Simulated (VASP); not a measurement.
Set up this calculation in VASP 6.6.1, as the native input.

```yaml
Task: single point
Functional: PBE
Potentials_or_basis: VASP PAW PBE potentials, release 64 (Rh_pv, N)
Cutoff: 520 eV
k_mesh: 18 × 18 × 18
Occupations: fermi-dirac, width 0.08 eV
Spin: no spin polarisation
Dipole_correction: no
Further_INCAR_settings: ALGO = Normal; EDIFF = 1e-06; NBANDS = 17
```

The structure of RhN (zincblende type) lies in POSCAR:

```
RhN
1.0
    0.0000000000      1.8700467994      1.8700467994
    1.8700467994      0.0000000000      1.8700467994
    1.8700467994      1.8700467994      0.0000000000
Rh N
1 1
Direct
    0.0000000000      0.0000000000      0.0000000000
    0.2500000000      0.2500000000      0.2500000000
```

One way to write it, as run:

INCAR

```
ALGO = Normal
EDIFF = 1E-6
ENCUT = 520
GGA = PE
ISIF = 2
ISMEAR = -1
LASPH = T
LCHARG = F
LREAL = F
LWAVE = F
NBANDS = 17
NELM = 100
PREC = Accurate
SIGMA = 0.08
```

KPOINTS

```
k-points
0
Gamma
  18 18 18
```

Potentials or basis: VASP PAW PBE potentials, release 64 (Rh_pv, N).

Run with:

```sh
$ cat potpaw_PBE.64/Rh_pv/POTCAR potpaw_PBE.64/N/POTCAR > POTCAR
$ mpirun -np 1 vasp_std > vasp.out
```

Results of the run:

* Pressure: 560.6 GPa
* Band gap on the k mesh: zero (bands 10 and 11 overlap by 4.32 eV)

Caveat: the cell stands under pressure.

It took 17 s on 1 thread of Intel(R) Xeon(R) 6975P-C (Granite Rapids) (shared host), peak memory 0.16 GiB.
